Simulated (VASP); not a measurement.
AlN, 4 atoms in the cell. Symmetry: P6_3mc, No. 186, hexagonal system. The conventional cell has a = 3.112 Å, b = 3.112 Å, c = 4.982 Å, α = 90.00°, β = 90.00°, γ = 120.00°. Al (site symmetry 3m) has 4 N at 1.89 to 1.90 Å within 2.5 Å. N (site symmetry 3m) has 4 Al at 1.89 to 1.90 Å within 2.5 Å. 

| Item | Value |
| --- | --- |
| Program | VASP 6.6.1 |
| Task | single point |
| Functional | r2SCAN |
| Potentials or basis | VASP PAW PBE potentials, release 64 (Al, N) |
| Cutoff | 660 eV |
| k mesh | 3 × 3 × 2 |
| Occupations | gaussian, width 0.01 eV |
| Spin | no spin polarisation |
| Dipole correction | no |
| Further INCAR settings | ALGO = Normal; EDIFF = 1e-06; NBANDS = 16 |

Potentials or basis: VASP PAW PBE potentials, release 64 (Al, N).

The run is started by

```sh
$ cat potpaw_PBE.64/Al/POTCAR potpaw_PBE.64/N/POTCAR > POTCAR
$ cp INCAR.step1 INCAR
$ mpirun -np 1 vasp_std > vasp.out
$ cp INCAR.step2 INCAR
$ mpirun -np 1 vasp_std > vasp.out
```

Hardware: 1 thread of Intel Xeon 8259CL (shared host).

**Question.** Estimate the wall time of this run.

**Answer.** It took 36 s on 1 thread of Intel Xeon 8259CL, with other jobs on the host, peak memory 0.18 GiB. Counts: k points 6.
